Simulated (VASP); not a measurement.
Wanted: the native input for a VASP 6.6.1 run.

* Task: relaxation of cell and atoms
* Functional: PBE
* Potentials or basis: VASP PAW PBE potentials, release 64 (Na_pv)
* Cutoff: 500 eV
* k mesh: 13 × 13 × 13
* Occupations: methfessel-paxton, width 0.1 eV
* Spin: no spin polarisation
* Target pressure: 20 GPa
* Dipole correction: no
* Further INCAR settings: ALGO = Normal; EDIFF = 1e-07; IBRION = 2; EDIFFG = -0.02; NSW = 80; ISIF = 3

The structure of Na lies in POSCAR:

```
Na
1.0
   -2.1400000000      2.1400000000      2.1400000000
    2.1400000000     -2.1400000000      2.1400000000
    2.1400000000      2.1400000000     -2.1400000000
Na
1
Direct
    0.0000000000      0.0000000000      0.0000000000
```

These files were run (other wordings do the same):

INCAR

```
  PREC = Accurate
  ENCUT = 500
  EDIFF = 1E-7
  ISMEAR = 1
  SIGMA = 0.1
  LREAL = F
  LASPH = T
  NELM = 120
  ALGO = Normal
  ISIF = 3
  LWAVE = F
  LCHARG = F
  GGA = PE
  IBRION = 2
  NSW = 80
  EDIFFG = -0.02
  PSTRESS = 200.0
  GGA_COMPAT = F
  NELMIN = 4
```

KPOINTS

```
Automatic mesh
0
Gamma
  13 13 13
```

Potentials or basis: VASP PAW PBE potentials, release 64 (Na_pv).

Launch:

```console
$ cat potpaw_PBE.64/Na_pv/POTCAR > POTCAR
$ mpirun -np 1 vasp_std > vasp.out
```

It gave:

```json
{
  "Relaxed volume": "18.40 Å³/atom",
  "Relaxed cell": "a = 2.881 Å, b = 2.881 Å, c = 2.881 Å, α = 109.47°, β = 109.47°, γ = 109.47°",
  "Space group after relaxing (to 0.1 Å)": "Im-3m (No. 229)",
  "Energy change on relaxing (the run minimises the enthalpy)": "+656.4 meV/atom",
  "Ionic steps": "16",
  "Pressure after relaxing": "20.1 GPa",
  "Band gap on the k mesh": "zero (an odd number of electrons rules out a gap without spin polarisation)"
}
```

Caveat: the cell is relaxed towards a set pressure, so the run minimises the enthalpy, not the energy; the volume moved by over 15 % at a fixed basis, so the end points are rough.

Wall time 50 s on 1 thread of Intel(R) Xeon(R) 6975P-C (Granite Rapids), on a shared host, peak memory 0.16 GiB.
